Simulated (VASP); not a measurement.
# HPt6 in VASP: notebook

HPt6 is run at these levels: PBE; tasks: single point.

Program: VASP 6.6.1. These are calculated values, not measurements. Logs are shortened: lines on timing, memory, paths and dates and some standing lists are left out, and cuts for length are marked.

## (1) The cell of the first run

The cell holds a slab with vacuum, 14 atoms: a = 5.614 Å, b = 5.614 Å, c = 21.851 Å, α = 90.00°, β = 90.00°, γ = 90.00°.

## (2) Single point, PBE

File INCAR:

```
PREC = Accurate
ENCUT = 520
EDIFF = 1E-6
ISMEAR = 0
SIGMA = 0.1
LREAL = F
LASPH = T
NELM = 100
ALGO = Normal
ISIF = 2
LWAVE = F
LCHARG = F
LDIPOL = T
IDIPOL = 3
DIPOL = 0.5 0.5 0.287
GGA = PE
NBANDS = 74
```

File KPOINTS:

```
Automatic mesh
0
Gamma
  5 5 1
```

File POSCAR:

```
HPt6
1.0
    5.6143281343      0.0000000000      0.0000000000
    0.0000000000      5.6143281343      0.0000000000
    0.0000000000      0.0000000000     21.8513792319
Pt H
12 2
Direct
    0.2500000000      0.2500000000      0.1830548066
    0.2500000000      0.7500000000      0.1830548066
    0.7500000000      0.2500000000      0.1830548066
    0.7500000000      0.7500000000      0.1830548066
    0.0000000000      0.0000000000      0.2712126041
    0.0000000000      0.5000000000      0.2712126041
    0.5000000000      0.0000000000      0.2712126041
    0.5000000000      0.5000000000      0.2712126041
    0.2500000000      0.2500000000      0.3593081768
    0.2500000000      0.7500000000      0.3593081768
    0.7500000000      0.2500000000      0.3593081768
    0.7500000000      0.7500000000      0.3593081768
   -0.1331414877      0.0000000000      0.3799018425
    0.1331414877      0.0000000000      0.3799018425
```

Potentials or basis: VASP PAW PBE potentials, release 64 (Pt, H).

Launch:

```
> cat potpaw_PBE.64/Pt/POTCAR potpaw_PBE.64/H/POTCAR > POTCAR
> mpirun -np 1 vasp_std > vasp.out
```

OUTCAR:

```text
PREC = Accurate
   ENCUT = 520
   EDIFF = 1E-6
   ISMEAR = 0
   LREAL = F
   LASPH = T
   NELM = 100
   ISIF = 2
   GGA = PE

 ion  position               nearest neighbor table
   1  0.250  0.250  0.183-   5 2.77   6 2.77   7 2.77   8 2.77   2 2.81   3 2.81   2 2.81   3 2.81

   2  0.250  0.750  0.183-   5 2.77   6 2.77   7 2.77   8 2.77   1 2.81   4 2.81   1 2.81   4 2.81

   3  0.750  0.250  0.183-   5 2.77   6 2.77   7 2.77   8 2.77   1 2.81   4 2.81   4 2.81   1 2.81
[... 4 lines left out ...]
                             6 2.81   7 2.81   6 2.81   7 2.81
   6  0.000  0.500  0.271-   9 2.77  10 2.77  11 2.77  12 2.77   1 2.77   2 2.77   3 2.77   4 2.77
                             5 2.81   8 2.81   5 2.81   8 2.81
   7  0.500  0.000  0.271-   9 2.77  10 2.77  11 2.77  12 2.77   1 2.77   2 2.77   3 2.77   4 2.77
                             5 2.81   8 2.81   8 2.81   5 2.81
   8  0.500  0.500  0.271-   9 2.77  10 2.77  11 2.77  12 2.77   1 2.77   2 2.77   3 2.77   4 2.77
                             6 2.81   7 2.81   7 2.81   6 2.81
   9  0.250  0.250  0.359-  14 1.61   6 2.77   7 2.77   8 2.77   5 2.77  11 2.81  10 2.81  10 2.81
                            11 2.81
  10  0.250  0.750  0.359-  14 1.61   6 2.77   7 2.77   8 2.77   5 2.77  12 2.81   9 2.81   9 2.81
                            12 2.81
  11  0.750  0.250  0.359-  13 1.61   6 2.77   7 2.77   8 2.77   5 2.77  12 2.81   9 2.81  12 2.81
                             9 2.81
  12  0.750  0.750  0.359-  13 1.61   6 2.77   7 2.77   8 2.77   5 2.77  11 2.81  10 2.81  11 2.81
                            10 2.81
  13  0.867  0.000  0.380-  11 1.61  12 1.61
  14  0.133  0.000  0.380-   9 1.61  10 1.61

  LATTYP: Found a simple tetragonal cell.
 ALAT       =     5.6143281343
 C/A-ratio  =     3.8920737636

  Lattice vectors:

 A1 = (   5.6143281343,   0.0000000000,   0.0000000000)
 A2 = (   0.0000000000,   5.6143281343,   0.0000000000)
 A3 = (   0.0000000000,   0.0000000000,  21.8513792319)

Analysis of symmetry for initial positions (statically):
=====================================================================
 Subroutine PRICEL returns:
 Original cell was already a primitive cell.

 Routine SETGRP: Setting up the symmetry group for a
 simple tetragonal supercell.

 Subroutine GETGRP returns: Found  4 space group operations
 (whereof  4 operations were pure point group operations)
 out of a pool of 16 trial point group operations.

The static configuration has the point symmetry C_2v.

Analysis of symmetry for dynamics (positions and initial velocities):
=====================================================================
 Subroutine PRICEL returns:
 Original cell was already a primitive cell.

 Routine SETGRP: Setting up the symmetry group for a
 simple tetragonal supercell.

 Subroutine GETGRP returns: Found  4 space group operations
 (whereof  4 operations were pure point group operations)
 out of a pool of 16 trial point group operations.

The dynamic configuration has the point symmetry C_2v.

 Subroutine INISYM returns: Found  4 space group operations
 (whereof  4 operations are pure point group operations),
 and found     1 'primitive' translations

----------------------------------------------------------------------------------------

                                     Primitive cell

  volume of cell :     688.7703

  direct lattice vectors                    reciprocal lattice vectors
     5.614328134  0.000000000  0.000000000     0.178115703  0.000000000  0.000000000
     0.000000000  5.614328134  0.000000000     0.000000000  0.178115703  0.000000000
     0.000000000  0.000000000 21.851379232     0.000000000  0.000000000  0.045763702

  length of vectors
     5.614328134  5.614328134 21.851379232     0.178115703  0.178115703  0.045763702

  position of ions in fractional coordinates (direct lattice)
     0.250000000  0.250000000  0.183054807
     0.250000000  0.750000000  0.183054807
     0.750000000  0.250000000  0.183054807
     0.750000000  0.750000000  0.183054807
     0.000000000  0.000000000  0.271212604
     0.000000000  0.500000000  0.271212604
     0.500000000  0.000000000  0.271212604
     0.500000000  0.500000000  0.271212604
[... 44 lines left out ...]

 Subroutine IBZKPT returns following result:
 ===========================================

 Found      9 irreducible k-points:

 Following reciprocal coordinates:
            Coordinates               Weight
  0.000000  0.000000  0.000000      1.000000
  0.200000  0.000000  0.000000      2.000000
  0.000000  0.200000  0.000000      2.000000
  0.400000  0.000000  0.000000      2.000000
  0.000000  0.400000  0.000000      2.000000
  0.200000  0.200000  0.000000      4.000000
  0.400000  0.200000  0.000000      4.000000
 -0.200000  0.400000  0.000000      4.000000
  0.400000  0.400000  0.000000      4.000000
   k-points           NKPTS =      9   k-points in BZ     NKDIM =      9   number of bands    NBANDS=     74
   number of dos      NEDOS =    301   number of ions     NIONS =     14
   total plane-waves  NPLWV = 296352
   dimension x,y,z NGX =    42 NGY =   42 NGZ =  168
   dimension x,y,z NGXF=    84 NGYF=   84 NGZF=  336
   ions per type =              12   2
   NGX,Y,Z   is equivalent  to a cutoff of  12.44, 12.44, 12.78 a.u.
   NGXF,Y,Z  is equivalent  to a cutoff of  24.87, 24.87, 25.56 a.u.
 SYSTEM =  unknown system
   PREC   = accura    normal or accurate (medium, high low for compatibility)
   ISTART =      0    job   : 0-new  1-cont  2-samecut
   ICHARG =      2    charge: 1-file 2-atom 10-const
   ISPIN  =      1    spin polarized calculation?
   LNONCOLLINEAR =      F non collinear calculations
   LSORBIT =      F    spin-orbit coupling
   LASPH  =      T    aspherical Exc in radial PAW
   ENCUT  =  520.0 eV  38.22 Ry    6.18 a.u.  10.44 10.44 40.63*2*pi/ulx,y,z
   NELM   =    100;   NELMIN=  2; NELMDL= -5     # of ELM steps
   EDIFF  = 0.1E-05   stopping-criterion for ELM
   LREAL  =      F    real-space projection
   EDIFFG = 0.1E-04   stopping-criterion for IOM
   NSW    =      0    number of steps for IOM
   IBRION =     -1    ionic relax: 0-MD 1-quasi-New 2-CG
   NFREE  =      0    steps in history (QN), initial steepest desc. (CG)
   ISIF   =      2    stress and relaxation
   ISYM   =      2    0-nonsym 1-usesym 2-fastsym
   POTIM  = 0.5000    time-step for ionic-motion
   TEBEG  =    0.0;   TEEND  =   0.0 temperature during run
   PSTRESS=    0.0 pullay stress
   NELECT =     122.0000    total number of electrons
   NUPDOWN=      -1.0000    fix difference up-down
   EMIN   =  10.00;   EMAX   =-10.00  energy-range for DOS
   EFERMI =   0.00;   METHOD = LEGACY
   ISMEAR =     0;   SIGMA  =   0.10  broadening in eV -4-tet -1-fermi 0-gaus
   EFERMI_NEDOS =   21; number of points for ismear=-14 and -15
   IALGO  =     38    algorithm
   IMIX   =      4    mixing-type and parameters
     AMIX     =   0.40;   BMIX     =  1.00
     AMIX_MAG =   1.60;   BMIX_MAG =  1.00
  volume/ion in A,a.u.               =      49.20       332.00
  Fermi-wavevector in a.u.,A,eV,Ry     =   0.919397  1.737409 11.500891  0.845292
  Thomas-Fermi vector in A             =   2.044587
   LORBIT       =      0    0 simple, 1 ext, 2 COOP (PROOUT), +10 PAW based schemes
   GGA     = PE    functional components
   LHFCALC =     F    Hartree Fock is set to
   AEXX    =    0.0000 exact exchange contribution
   IVDW    =     0    specifies the selected vdW correction
   LEPSILON=     F    determine dielectric tensor
   LRPA    =     F    only Hartree local field effects (RPA)
 non-spin polarized calculation
 Gauss-broadening in eV      SIGMA  =   0.10
  energy-cutoff  :      520.00
  volume of cell :      688.77
 maximum number of plane-waves:     18583
 NGX is ok and might be reduce to    42
   NGX = 21   NGY = 21   NGZ = 81

 dipolmoment           0.000000      0.000000      0.000050 electrons x Angstroem

 number of electron     122.0000011 magnetization

 dipolmoment           0.000000      0.000000     -0.008658 electrons x Angstroem

 Free energy of the ion-electron system (eV)
  ---------------------------------------------------
  ext. energy  EPLUGINS =         0.00000000
  ---------------------------------------------------
  free energy    TOTEN  =       -72.57488898 eV

  energy without entropy =      -72.42933788  energy(sigma->0) =      -72.50211343

 E-fermi :  -1.1701     XC(G=0):  -4.4872

 val. band max:       -1.1776850710   @ k =   0.2000   0.0000   0.0000
 cond. band min:      -1.1689988808   @ k =   0.4000   0.4000   0.0000
 fundamental gap:      0.0086861901
 Fermi energy:        -1.1701097064

 k-point     1 :       0.0000    0.0000    0.0000
  band No.  band energies     occupation
      1     -11.3362      2.00000
      2      -9.4821      2.00000
      3      -8.6373      2.00000
      4      -7.7194      2.00000
      5      -7.6385      2.00000
      6      -7.4412      2.00000
[... 673 lines left out ...]
     72       2.9791      0.00000
     73       4.1362      0.00000
 [bands above 73 left out]

------------------------ aborting loop because EDIFF is reached ----------------------------------------

 vacuum level on the upper side and lower side of the slab       (xc-potential included)        -0.146        -0.093

  FORCE on cell =-STRESS in cart. coord.  units (eV):
  Direction    XX          YY          ZZ          XY          YZ          ZX
  --------------------------------------------------------------------------------------
  -------------------------------------------------------------------------------------
  Total       -5.8169353     -0.3818130      6.1769499      0.0000000      0.0000000      0.0000000
  in kB      -13.5310152     -0.8881511     14.3684600      0.0000000      0.0000000      0.0000000
  external PRESSURE =      -0.0169021 kB  Pullay stress =       0.0000000 kB

 VOLUME and BASIS-vectors are now :
 -----------------------------------------------------------------------------
  energy-cutoff  :      520.00
  volume of cell :      688.77
      direct lattice vectors                 reciprocal lattice vectors
     5.614328134  0.000000000  0.000000000     0.178115703  0.000000000  0.000000000
     0.000000000  5.614328134  0.000000000     0.000000000  0.178115703  0.000000000
     0.000000000  0.000000000 21.851379232     0.000000000  0.000000000  0.045763702

 POSITION                                       TOTAL-FORCE (eV/Angst)
 -----------------------------------------------------------------------------------
      1.40358      1.40358      4.00000        -0.040055      0.028954     -0.038254
      1.40358      4.21075      4.00000        -0.040055     -0.028954     -0.038254
      4.21075      1.40358      4.00000         0.040055      0.028954     -0.038254
      4.21075      4.21075      4.00000         0.040055     -0.028954     -0.038254
      0.00000      0.00000      5.92637         0.000000      0.000000     -1.236391
      0.00000      2.80716      5.92637         0.000000      0.000000     -0.398534
      2.80716      0.00000      5.92637         0.000000      0.000000     -0.590332
      2.80716      2.80716      5.92637         0.000000      0.000000     -0.055988
      1.40358      1.40358      7.85138         0.783427      1.780538     -0.159080
      1.40358      4.21075      7.85138         0.783427     -1.780538     -0.159080
      4.21075      1.40358      7.85138        -0.783427      1.780538     -0.159080
      4.21075      4.21075      7.85138        -0.783427     -1.780538     -0.159080
      4.86683      0.00000      8.30138         0.319411      0.000000      1.535289
      0.74750      0.00000      8.30138        -0.319411      0.000000      1.535289
 -----------------------------------------------------------------------------------
    total drift:                                0.000000      0.000000     -0.000162

  FREE ENERGIE OF THE ION-ELECTRON SYSTEM (eV)
  ---------------------------------------------------
  free  energy   TOTEN  =       -72.5748889758 eV

  energy  without entropy=      -72.4293378811  energy(sigma->0) =      -72.50211343

 vacuum level on the upper side and lower side of the slab         4.332         4.385
```

It took 15 min on 1 thread of Intel Xeon 6975P-C (Granite Rapids), shared host; peak memory 0.78 GiB.

What came out:

| Quantity | Value |
| --- | --- |
| Free energy | -72.5749 eV |
| Largest force | 1.952 eV/Å |
| Band gap on the k mesh | zero (bands 61 and 62 overlap by 0.16 eV) |

Forces in eV/Å, atoms in the order of the input:
```
Pt  -0.040  0.029 -0.038
Pt  -0.040 -0.029 -0.038
Pt   0.040  0.029 -0.038
Pt   0.040 -0.029 -0.038
Pt   0.000  0.000 -1.236
Pt   0.000  0.000 -0.399
Pt   0.000  0.000 -0.590
Pt   0.000  0.000 -0.056
Pt   0.783  1.781 -0.159
Pt   0.783 -1.781 -0.159
Pt  -0.783  1.781 -0.159
Pt  -0.783 -1.781 -0.159
H    0.319  0.000  1.535
H   -0.319  0.000  1.535
```

Levels at points of the mesh, in eV from the Fermi level:
```
           k point  band 59  band 60  band 61  band 62  band 63  band 64
(0.00, 0.00, 0.00)     0.03     0.07     0.09     0.38     0.56     0.69
```

Caveat: spin-orbit coupling is left out, which moves the levels of the heavy elements.

## (3) Single point, PBE

File INCAR:

```
  PREC = Accurate
  ENCUT = 520
  EDIFF = 1E-7
  ISMEAR = 0
  SIGMA = 0.1
  LREAL = False
  LASPH = True
  NELM = 80
  ALGO = Normal
  ISIF = 2
  LWAVE = False
  LCHARG = True
  LDIPOL = True
  IDIPOL = 3
  DIPOL = 0.5 0.5 0.291
  GGA = PE
  LELF = True
  LVHAR = True
  LVACPOTAV = True
  NBANDS = 74
```

KPOINTS is that of step 2.

Edit POSCAR of step 2 so:

```diff
@@ -20,3 +20,3 @@
     0.7500000000      0.7500000000      0.3593081768
-   -0.1331414877      0.0000000000      0.3799018425
-    0.1331414877      0.0000000000      0.3799018425
+   -0.1331414877      0.0000000000      0.4091906116
+    0.1331414877      0.0000000000      0.4091906116
```

Potentials or basis: VASP PAW PBE potentials, release 64 (Pt, H).

Launch:

```
> cat potpaw_PBE.64/Pt/POTCAR potpaw_PBE.64/H/POTCAR > POTCAR
> mpirun -np 1 vasp_std > vasp.out
```

Run time: 16 min. Hardware: 1 thread of Intel Xeon 6975P-C (Granite Rapids), shared host; peak memory 0.79 GiB.

The run converged. Its results:

```yaml
Free_energy: -73.2431 eV
Largest_force: 1.307 eV/Å
Band_gap_on_the_k_mesh: zero (bands 61 and 62 overlap by 0.32 eV)
```

Forces in eV/Å, atoms in the order of the input:
```
Pt  -0.018  0.039 -0.062
Pt  -0.018 -0.039 -0.062
Pt   0.018  0.039 -0.062
Pt   0.018 -0.039 -0.062
Pt   0.000  0.000 -0.590
Pt   0.000  0.000 -0.289
Pt   0.000  0.000 -0.406
Pt   0.000  0.000  0.304
Pt  -0.152 -0.179  0.668
Pt  -0.152  0.179  0.668
Pt   0.152 -0.179  0.668
Pt   0.152  0.179  0.668
H   -1.091  0.000 -0.720
H    1.091  0.000 -0.720
```

Levels at points of the mesh, in eV from the Fermi level:
| k point | band 58 | band 59 | band 60 | band 61 | band 62 | band 63 |
| --- | --- | --- | --- | --- | --- | --- |
| (0.00, 0.00, 0.00) | 0.05 | 0.07 | 0.08 | 0.24 | 0.35 | 0.67 |

Caveat: spin-orbit coupling is left out, which moves the levels of the heavy elements.
